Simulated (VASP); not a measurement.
# SiGe (P6_3mc) in VASP: further runs

Runs on SiGe. Level: PBEsol. Tasks: single point.

Everything below comes from runs of VASP 6.6.1. Logs are shortened: lines on timing, memory, paths and dates and some standing lists are left out, and cuts for length are marked.

## (1) The cell of the first run

Symmetry: P6_3mc, No. 186, hexagonal system. The conventional cell has a = 3.935 Å, b = 3.935 Å, c = 6.500 Å, α = 90.00°, β = 90.00°, γ = 120.00°. Si (site symmetry 3m) has 4 Ge at 2.33 to 2.45 Å within 3.1 Å. Within 3.1 Å of Ge (site symmetry 3m) lie 4 Si at 2.33 to 2.45 Å.

## (2) Single point, PBEsol (atoms shifted along a free coordinate)

The input, INCAR:

```
SYSTEM = SiGe
PREC = Accurate
ENCUT = 520
EDIFF = 1E-6
ISMEAR = 0
SIGMA = 0.03
LREAL = .FALSE.
LASPH = .TRUE.
NELM = 80
ALGO = Normal
ISIF = 2
LWAVE = .FALSE.
LCHARG = .TRUE.
GGA = PS
LELF = .TRUE.
LVHAR = .TRUE.
NBANDS = 26
```

The input, KPOINTS:

```
regular mesh
0
G
  12 12 6
  0 0 0
```

The input, POSCAR:

```
SiGe
1.0
    3.9348495701      0.0000000000      0.0000000000
   -1.9674247851      3.4076796878      0.0000000000
    0.0000000000      0.0000000000      6.4999556106
Si Ge
2 2
Direct
    0.6666666667      0.3333333333      0.8745463082
    0.3333333333      0.6666666667      0.3745463082
    0.6666666667      0.3333333333      0.5159730348
    0.3333333333      0.6666666667      0.0159730348
```

Potentials or basis: VASP PAW PBE potentials, release 64 (Si, Ge_d).

Run with:

```bash
cat potpaw_PBE.64/Si/POTCAR potpaw_PBE.64/Ge_d/POTCAR > POTCAR
mpirun -np 1 vasp_std > vasp.out
```

OUTCAR:

```text
SYSTEM = SiGe
   PREC = Accurate
   ENCUT = 520
   EDIFF = 1E-6
   ISMEAR = 0
   LREAL = .FALSE.
   LASPH = .TRUE.
   NELM = 80
   ISIF = 2
   GGA = PS

 ion  position               nearest neighbor table
   1  0.667  0.333  0.875-   3 2.33   4 2.45   4 2.45   4 2.45
   2  0.333  0.667  0.375-   4 2.33   3 2.45   3 2.45   3 2.45
   3  0.667  0.333  0.516-   1 2.33   2 2.45   2 2.45   2 2.45
   4  0.333  0.667  0.016-   2 2.33   1 2.45   1 2.45   1 2.45

  LATTYP: Found a hexagonal cell.
 ALAT       =     3.9348495701
 C/A-ratio  =     1.6518943087

  Lattice vectors:

 A1 = (   3.9348495701,   0.0000000000,   0.0000000000)
 A2 = (  -1.9674247851,   3.4076796878,   0.0000000000)
 A3 = (   0.0000000000,   0.0000000000,   6.4999556106)

Analysis of symmetry for initial positions (statically):
=====================================================================
 Subroutine PRICEL returns:
 Original cell was already a primitive cell.

 Routine SETGRP: Setting up the symmetry group for a
 hexagonal supercell.

 Subroutine GETGRP returns: Found 12 space group operations
 (whereof  6 operations were pure point group operations)
 out of a pool of 24 trial point group operations.

The static configuration has the point symmetry C_3v.
 The point group associated with its full space group is C_6v.

Analysis of symmetry for dynamics (positions and initial velocities):
=====================================================================
 Subroutine PRICEL returns:
 Original cell was already a primitive cell.

 Routine SETGRP: Setting up the symmetry group for a
 hexagonal supercell.

 Subroutine GETGRP returns: Found 12 space group operations
 (whereof  6 operations were pure point group operations)
 out of a pool of 24 trial point group operations.

The dynamic configuration has the point symmetry C_3v.
 The point group associated with its full space group is C_6v.

 Subroutine INISYM returns: Found 12 space group operations
 (whereof  6 operations are pure point group operations),
 and found     1 'primitive' translations

----------------------------------------------------------------------------------------

                                     Primitive cell

  volume of cell :      87.1560

  direct lattice vectors                    reciprocal lattice vectors
     3.934849570  0.000000000  0.000000000     0.254139322  0.146727406  0.000000000
    -1.967424785  3.407679688  0.000000000     0.000000000  0.293454811  0.000000000
     0.000000000  0.000000000  6.499955611     0.000000000  0.000000000  0.153847204

  length of vectors
     3.934849570  3.934849570  6.499955611     0.293454811  0.293454811  0.153847204

  position of ions in fractional coordinates (direct lattice)
     0.666666667  0.333333333  0.874546308
     0.333333333  0.666666667  0.374546308
     0.666666667  0.333333333  0.515973035
     0.333333333  0.666666667  0.015973035

  ion indices of the primitive-cell ions
   primitive index   ion index
                 1           1
                 2           2
                 3           3
                 4           4

----------------------------------------------------------------------------------------

 KPOINTS: regular mesh

Automatic generation of k-mesh.
 Grid dimensions read from file:
 generate k-points for:   12   12    6

 Generating k-lattice:

  Cartesian coordinates                     Fractional coordinates (reciprocal lattice)
     0.021178277  0.012227284  0.000000000     0.083333333  0.000000000  0.000000000
     0.000000000  0.024454568  0.000000000     0.000000000  0.083333333  0.000000000
     0.000000000  0.000000000  0.025641201     0.000000000  0.000000000  0.166666667

  Length of vectors
     0.024454568  0.024454568  0.025641201

  Shift w.r.t. Gamma in fractional coordinates (k-lattice)
     0.000000000  0.000000000  0.000000000

 Subroutine IBZKPT returns following result:
 ===========================================

 Found     76 irreducible k-points:

 Following reciprocal coordinates:
            Coordinates               Weight
  0.000000  0.000000  0.000000      1.000000
  0.083333 -0.000000  0.000000      6.000000
  0.166667  0.000000  0.000000      6.000000
  0.250000 -0.000000  0.000000      6.000000
  0.333333  0.000000  0.000000      6.000000
  0.416667  0.000000  0.000000      6.000000
[... 16 lines left out ...]
  0.250000 -0.000000  0.166667     12.000000
  0.333333  0.000000  0.166667     12.000000
 [... further k-points ...]
   k-points           NKPTS =     76   k-points in BZ     NKDIM =     76   number of bands    NBANDS=     26
   number of dos      NEDOS =    301   number of ions     NIONS =      4
   total plane-waves  NPLWV =  43200
   dimension x,y,z NGX =    30 NGY =   30 NGZ =   48
   dimension x,y,z NGXF=    60 NGYF=   60 NGZF=   96
   ions per type =               2   2
   NGX,Y,Z   is equivalent  to a cutoff of  12.67, 12.67, 12.28 a.u.
   NGXF,Y,Z  is equivalent  to a cutoff of  25.35, 25.35, 24.55 a.u.
 SYSTEM =  SiGe
   PREC   = accura    normal or accurate (medium, high low for compatibility)
   ISTART =      0    job   : 0-new  1-cont  2-samecut
   ICHARG =      2    charge: 1-file 2-atom 10-const
   ISPIN  =      1    spin polarized calculation?
   LNONCOLLINEAR =      F non collinear calculations
   LSORBIT =      F    spin-orbit coupling
   LASPH  =      T    aspherical Exc in radial PAW
   ENCUT  =  520.0 eV  38.22 Ry    6.18 a.u.   7.32  7.32 12.09*2*pi/ulx,y,z
   NELM   =     80;   NELMIN=  2; NELMDL= -5     # of ELM steps
   EDIFF  = 0.1E-05   stopping-criterion for ELM
   LREAL  =      F    real-space projection
   EDIFFG = 0.1E-04   stopping-criterion for IOM
   NSW    =      0    number of steps for IOM
   IBRION =     -1    ionic relax: 0-MD 1-quasi-New 2-CG
   NFREE  =      0    steps in history (QN), initial steepest desc. (CG)
   ISIF   =      2    stress and relaxation
   ISYM   =      2    0-nonsym 1-usesym 2-fastsym
   POTIM  = 0.5000    time-step for ionic-motion
   TEBEG  =    0.0;   TEEND  =   0.0 temperature during run
   PSTRESS=    0.0 pullay stress
   NELECT =      36.0000    total number of electrons
   NUPDOWN=      -1.0000    fix difference up-down
   EMIN   =  10.00;   EMAX   =-10.00  energy-range for DOS
   EFERMI =   0.00;   METHOD = LEGACY
   ISMEAR =     0;   SIGMA  =   0.03  broadening in eV -4-tet -1-fermi 0-gaus
   EFERMI_NEDOS =   21; number of points for ismear=-14 and -15
   IALGO  =     38    algorithm
   IMIX   =      4    mixing-type and parameters
     AMIX     =   0.40;   BMIX     =  1.00
     AMIX_MAG =   1.60;   BMIX_MAG =  1.00
  volume/ion in A,a.u.               =      21.79       147.04
  Fermi-wavevector in a.u.,A,eV,Ry     =   1.219205  2.303962 20.224512  1.486460
  Thomas-Fermi vector in A             =   2.354465
   LORBIT       =      0    0 simple, 1 ext, 2 COOP (PROOUT), +10 PAW based schemes
   GGA     = PS    functional components
   LHFCALC =     F    Hartree Fock is set to
   AEXX    =    0.0000 exact exchange contribution
   IVDW    =     0    specifies the selected vdW correction
   LEPSILON=     F    determine dielectric tensor
   LRPA    =     F    only Hartree local field effects (RPA)
 non-spin polarized calculation
 Gauss-broadening in eV      SIGMA  =   0.03
  energy-cutoff  :      520.00
  volume of cell :       87.16
 maximum number of plane-waves:      2382
 NGX is ok and might be reduce to    30
   NGX = 15   NGY = 15   NGZ = 25

 number of electron      36.0000040 magnetization

 Free energy of the ion-electron system (eV)
  ---------------------------------------------------
  ext. energy  EPLUGINS =         0.00000000
  ---------------------------------------------------
  free energy    TOTEN  =       -21.11687374 eV

  energy without entropy =      -21.11671771  energy(sigma->0) =      -21.11679572

 E-fermi :   5.5541     XC(G=0):  -9.7719

 val. band max:        5.4196209059   @ k =   0.0833  -0.0000   0.0000
 cond. band min:       5.5767287905   @ k =   0.4167   0.0000   0.3333
 fundamental gap:      0.1571078846
 Fermi energy:         5.5540662122

 k-point     1 :       0.0000    0.0000    0.0000
  band No.  band energies     occupation
      1     -19.2312      2.00000
      2     -19.2305      2.00000
      3     -19.2175      2.00000
      4     -19.2175      2.00000
      5     -19.2142      2.00000
      6     -19.2142      2.00000
[... 18 lines left out ...]
     25       9.7019      0.00000
     26      11.6281      0.00000

 k-point     2 :       0.0833   -0.0000    0.0000
  band No.  band energies     occupation
      1     -19.2309      2.00000
      2     -19.2303      2.00000
      3     -19.2176      2.00000
      4     -19.2172      2.00000
      5     -19.2143      2.00000
      6     -19.2138      2.00000
[... 18 lines left out ...]
     25      10.0062      0.00000
     26      11.1065      0.00000

 k-point     3 :       0.1667    0.0000    0.0000
  band No.  band energies     occupation
      1     -19.2301      2.00000
      2     -19.2298      2.00000
      3     -19.2180      2.00000
      4     -19.2166      2.00000
      5     -19.2145      2.00000
      6     -19.2129      2.00000
[... 18 lines left out ...]
     25      10.5176      0.00000
     26      10.7953      0.00000

 k-point     4 :       0.2500   -0.0000    0.0000
  band No.  band energies     occupation
      1     -19.2297      2.00000
      2     -19.2287      2.00000
      3     -19.2186      2.00000
      4     -19.2159      2.00000
      5     -19.2147      2.00000
      6     -19.2116      2.00000
[... 18 lines left out ...]
     25      11.6675      0.00000
     26      11.8574      0.00000
[... 496 lines left out ...]
      1     -19.2301      2.00000
      2     -19.2299      2.00000
      3     -19.2178      2.00000
      4     -19.2164      2.00000
      5     -19.2147      2.00000
      6     -19.2131      2.00000
[... 18 lines left out ...]
     25      10.5506      0.00000
     26      10.7753      0.00000

 k-point    23 :       0.2500   -0.0000    0.1667
  band No.  band energies     occupation
      1     -19.2297      2.00000
      2     -19.2289      2.00000
      3     -19.2182      2.00000
      4     -19.2156      2.00000
      5     -19.2149      2.00000
      6     -19.2119      2.00000
[... 18 lines left out ...]
     25      11.4015      0.00000
     26      11.5709      0.00000

 k-point    24 :       0.3333    0.0000    0.1667
  band No.  band energies     occupation
      1     -19.2296      2.00000
      2     -19.2279      2.00000
      3     -19.2186      2.00000
      4     -19.2150      2.00000
      5     -19.2149      2.00000
      6     -19.2108      2.00000
[... 18 lines left out ...]
     25      12.2704      0.00000
     26      12.6187      0.00000

 [... further k-points ...]
[... 5 lines left out ...]
  --------------------------------------------------------------------------------------
  -------------------------------------------------------------------------------------
  Total       -2.0186988     -2.0186988      1.0441556      0.0000000      0.0000000      0.0000000
  in kB      -37.1094750    -37.1094750     19.1945757      0.0000000      0.0000000      0.0000000
  external PRESSURE =     -18.3414581 kB  Pullay stress =       0.0000000 kB

 VOLUME and BASIS-vectors are now :
 -----------------------------------------------------------------------------
  energy-cutoff  :      520.00
  volume of cell :       87.16
      direct lattice vectors                 reciprocal lattice vectors
     3.934849570  0.000000000  0.000000000     0.254139322  0.146727406  0.000000000
    -1.967424785  3.407679688  0.000000000     0.000000000  0.293454811  0.000000000
     0.000000000  0.000000000  6.499955611     0.000000000  0.000000000  0.153847204

 POSITION                                       TOTAL-FORCE (eV/Angst)
 -----------------------------------------------------------------------------------
      1.96742      1.13589      5.68451         0.000000      0.000000      1.329405
     -0.00000      2.27179      2.43453        -0.000000      0.000000      1.329405
      1.96742      1.13589      3.35380         0.000000      0.000000     -1.329405
     -0.00000      2.27179      0.10382        -0.000000     -0.000000     -1.329405
 -----------------------------------------------------------------------------------
    total drift:                               -0.000000     -0.000000     -0.000481

  FREE ENERGIE OF THE ION-ELECTRON SYSTEM (eV)
  ---------------------------------------------------
  free  energy   TOTEN  =       -21.1168737374 eV

  energy  without entropy=      -21.1167177118  energy(sigma->0) =      -21.11679572
```

Run time: 2.1 min. Hardware: 1 thread of Intel Xeon Platinum 8259CL at 2.50GHz (Skylake/Cascade Lake), shared host; peak memory 0.29 GiB.

What came out:

- Free energy: -21.1169 eV
- Pressure: -1.8 GPa
- Largest force: 1.329 eV/Å
- Band gap on the k mesh: zero (filled and empty bands touch)

Forces on the atoms (eV/Å):
```
Si   0.000  0.000  1.329
Si   0.000  0.000  1.329
Ge   0.000  0.000 -1.329
Ge   0.000  0.000 -1.329
```

Levels at points of the mesh, in eV from the Fermi level:
| k point | band 15 | band 16 | band 17 | band 18 | band 19 | band 20 | band 21 | band 22 |
| --- | --- | --- | --- | --- | --- | --- | --- | --- |
| (0.00, 0.00, 0.00) | -1.73 | -1.10 | 0.02 | 0.02 | 0.30 | 0.98 | 1.63 | 1.63 |
| (0.50, 0.00, 0.00) | -5.13 | -3.49 | -3.27 | -1.48 | 0.25 | 1.73 | 2.51 | 2.62 |
| (0.00, 0.00, 0.50) | -1.08 | -1.08 | -1.08 | -1.08 | 1.10 | 1.10 | 2.85 | 2.85 |
| (0.50, 0.00, 0.50) | -3.01 | -3.01 | -2.58 | -2.58 | 0.24 | 0.24 | 1.74 | 1.74 |

Caveat: the cell differs from its parent crystal (atoms shifted along a free coordinate); the stress differs along the axes, from -4 to 2 GPa; semilocal functionals underestimate gaps, and a narrow one can read as zero; the PAW data sets were made with another functional, which shifts forces and pressure a little.

## (3) Single point, PBEsol (atoms shifted along a free coordinate)

The input, INCAR:

```
PREC = Accurate ; ENCUT = 520
EDIFF = 1E-6 ; ISMEAR = 0
SIGMA = 0.03 ; LREAL = F
LASPH = T ; NELM = 100
ALGO = Normal ; ISIF = 2
LWAVE = F ; LCHARG = F
GGA = PS ; NBANDS = 26
```

The input, KPOINTS:

```
regular mesh
0
Gamma
  12 12 6
```

The input, POSCAR:

```
SiGe
1.0
    3.9686298291      0.0000000000      0.0000000000
   -1.9843149145      3.4369342502      0.0000000000
    0.0000000000      0.0000000000      6.5557570282
Si Ge
2 2
Direct
    0.6666666667      0.3333333333      0.8745463082
    0.3333333333      0.6666666667      0.3745463082
    0.6666666667      0.3333333333      0.5237332063
    0.3333333333      0.6666666667      0.0237332063
```

Potentials or basis: VASP PAW PBE potentials, release 64 (Si, Ge_d).

Run with:

```bash
cat potpaw_PBE.64/Si/POTCAR potpaw_PBE.64/Ge_d/POTCAR > POTCAR
mpirun -np 1 vasp_std > vasp.out
```

It took 2.2 min on 1 thread of Intel Xeon Platinum 8259CL at 2.50GHz (Skylake/Cascade Lake), shared host; peak memory 0.29 GiB.

Results (log left out):

- Free energy: -20.9115 eV
- Pressure: -3.2 GPa
- Largest force: 2.006 eV/Å
- Band gap on the k mesh: zero (bands 18 and 19 overlap by 0.22 eV)

Forces on the atoms (eV/Å):
```
Si   0.000  0.000  2.006
Si   0.000  0.000  2.006
Ge   0.000  0.000 -2.006
Ge   0.000  0.000 -2.006
```

Stress tensor (GPa, compression positive):
```
-5.88  0.00  0.00
 0.00 -5.88  0.00
 0.00  0.00  2.19
```

Levels at points of the mesh, in eV from the Fermi level:
| k point | band 16 | band 17 | band 18 | band 19 | band 20 | band 21 |
| --- | --- | --- | --- | --- | --- | --- |
| (0.00, 0.00, 0.00) | -1.28 | 0.21 | 0.21 | 0.41 | 0.77 | 1.59 |
| (0.50, 0.00, 0.00) | -3.49 | -3.10 | -1.25 | 0.40 | 1.75 | 2.36 |
| (0.00, 0.00, 0.50) | -0.96 | -0.96 | -0.96 | 1.20 | 1.20 | 2.91 |
| (0.50, 0.00, 0.50) | -2.99 | -2.40 | -2.40 | 0.22 | 0.22 | 1.91 |

Caveat: the cell differs from its parent crystal (atoms shifted along a free coordinate); the stress differs along the axes, from -6 to 2 GPa; semilocal functionals underestimate gaps, and a narrow one can read as zero; the PAW data sets were made with another functional, which shifts forces and pressure a little.

## (4) Single point, PBEsol (atoms shifted along a free coordinate)

The input, INCAR:

```
PREC     = Accurate       # precision mode
ENCUT    = 520            # plane-wave cutoff, eV
EDIFF    = 1E-6           # SCF threshold, eV
ISMEAR   = 0              # smearing method
SIGMA    = 0.03           # smearing width, eV
LREAL    = False          # projectors in reciprocal space
LASPH    = True           # aspherical terms in the spheres
NELM     = 60             # most SCF steps
ALGO     = Normal         # electronic algorithm
ISIF     = 2              # what is computed and relaxed
LWAVE    = False          # write WAVECAR
LCHARG   = False          # write CHGCAR
GGA      = PS             # functional
NBANDS   = 26             # bands
```

The input, KPOINTS:

```
Automatic mesh
0
Gamma
  12 12 6
```

POSCAR, as its differences from that of step 3:

```diff
@@ -10,3 +10,3 @@
     0.3333333333      0.6666666667      0.3745463082
-    0.6666666667      0.3333333333      0.5237332063
-    0.3333333333      0.6666666667      0.0237332063
+    0.6666666667      0.3333333333      0.4771721773
+    0.3333333333      0.6666666667     -0.0228278227
```

Run with:

```bash
cat potpaw_PBE.64/Si/POTCAR potpaw_PBE.64/Ge_d/POTCAR > POTCAR
mpirun -np 1 vasp_std > vasp.out
```

Run time: 2.2 min. Hardware: 1 thread of Intel Xeon Platinum 8259CL at 2.50GHz (Skylake/Cascade Lake), shared host; peak memory 0.29 GiB.

The run converged. Its results:

| Property | Result |
| --- | --- |
| Free energy | -20.9949 eV |
| Pressure | -3.0 GPa |
| Largest force | 1.264 eV/Å |
| Band gap on the k mesh | zero (bands 18 and 19 overlap by 0.35 eV) |

Forces on the atoms (eV/Å):
```
Si   0.000  0.000 -1.264
Si   0.000  0.000 -1.264
Ge   0.000  0.000  1.264
Ge   0.000  0.000  1.264
```

Stress tensor (GPa, compression positive):
```
-1.22  0.00  0.00
 0.00 -1.22  0.00
 0.00  0.00 -6.70
```

Levels at points of the mesh, in eV from the Fermi level:
| k point | band 15 | band 16 | band 17 | band 18 | band 19 | band 20 | band 21 | band 22 |
| --- | --- | --- | --- | --- | --- | --- | --- | --- |
| (0.00, 0.00, 0.00) | -1.92 | -0.66 | -0.66 | -0.34 | 0.26 | 0.76 | 1.82 | 1.93 |
| (0.50, 0.00, 0.00) | -4.43 | -3.43 | -2.68 | -2.09 | -0.04 | 1.44 | 3.35 | 3.59 |
| (0.00, 0.00, 0.50) | -1.39 | -1.39 | -1.39 | -1.39 | 0.41 | 0.41 | 2.73 | 2.73 |
| (0.50, 0.00, 0.50) | -2.87 | -2.87 | -2.40 | -2.40 | 0.42 | 0.42 | 1.28 | 1.28 |

Caveat: the cell differs from its parent crystal (atoms shifted along a free coordinate); the stress differs along the axes, from -7 to -1 GPa; semilocal functionals underestimate gaps, and a narrow one can read as zero; the PAW data sets were made with another functional, which shifts forces and pressure a little.

(Part 1 of 2 ends here.)

The gap in the log of VASP goes by the Fermi energy; the results here count the filled bands.